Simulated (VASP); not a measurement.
## Bi: single point with PBE

The system is Bi.

```
Bi
1.0
     2.55101    0.00000    0.00000
    -1.27551    2.20924    0.00000
     0.00000    0.00000    2.39778
Bi
1
Direct
  0.00000 0.00000 0.00000
```

This isn't the form of Bi at room conditions, which is rhombohedral.

```json
{
  "Program": "VASP 6.6.1",
  "Task": "single point",
  "Functional": "PBE",
  "Potentials or basis": "VASP PAW PBE potentials, release 64 (Bi_d)",
  "Cutoff": "520 eV",
  "k mesh": "14 × 14 × 13",
  "Occupations": "fermi-dirac, width 0.1 eV",
  "Spin": "no spin polarisation",
  "Dipole correction": "no",
  "Further INCAR settings": "ALGO = Normal; EDIFF = 1e-07; NBANDS = 14"
}
```

The pressure is 373.9 GPa and the band gap on the k mesh is zero (an odd number of electrons rules out a gap without spin polarisation).

Levels at points of the mesh, in eV from the Fermi level:
```
           k point  band 3  band 4  band 5  band 6  band 7  band 8  band 9  band 10  band 11  band 12
(0.00, 0.00, 0.00)  -26.89  -24.97  -24.97  -24.64    3.68    5.34    8.43     8.43    11.58    15.86
(0.50, 0.00, 0.00)  -25.96  -25.19  -24.77  -14.03  -13.74    0.62    8.01     8.63    11.30    16.49
```

Wall time 34 s on 1 thread of Intel Xeon 8259CL, on a shared host, peak memory 0.15 GiB.

Caveat: the cell stands under pressure; spin-orbit coupling is left out, which moves the levels of the heavy elements.
